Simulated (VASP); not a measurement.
A run of VASP 6.6.1 is set up as follows.

INCAR

```
SYSTEM = Hf
PREC = Accurate
ENCUT = 520
EDIFF = 1E-6
ISMEAR = -1
SIGMA = 0.1
LREAL = .False.
LASPH = .True.
NELM = 150
ALGO = Normal
ISIF = 2
LWAVE = .False.
LCHARG = .False.
LNONCOLLINEAR = .True.
MAGMOM = 0 0 0 0 0 0
LORBIT = 11
LSORBIT = .True.
GGA_COMPAT = .False.
LORBMOM = .True.
LMAXMIX = 4
LDAU = .True.
LDAUTYPE = 2
LDAUL = 2
LDAUU = 6.2
LDAUJ = 0
LDAUPRINT = 1
GGA = RP
NBANDS = 32
```

File KPOINTS:

```
Automatic mesh
0
Gamma
  10 10 5
  0 0 0
```

File POSCAR:

```
Hf
1.0
    3.1967000000      0.0000000000      0.0000000000
   -1.5983500000      2.7684234083      0.0000000000
    0.0000000000      0.0000000000      5.0578000000
Hf
2
Direct
    0.6666666667      0.3333333333      0.7500000000
    0.3333333333      0.6666666667      0.2500000000
```

Potentials or basis: VASP PAW PBE potentials, release 64 (Hf_pv).

Command:

```sh
$ cat potpaw_PBE.64/Hf_pv/POTCAR > POTCAR
$ mpirun -np 1 vasp_ncl > vasp.out
```

Question: What does it give for the pressure?

Answer: 24.2 GPa.

Question: What does it give for the net moment?

Answer: 0.00 μB per cell.

Stress tensor (GPa, compression positive):
```
24.26  0.00  0.00
 0.00 24.26  0.00
 0.00  0.00 24.09
```

Caveat: the cell stands under pressure; the PAW data sets were made with another functional, which shifts forces and pressure a little; the U is typed as a test and isn't derived for this compound. The state reached can hang on the start; a lower one may exist.
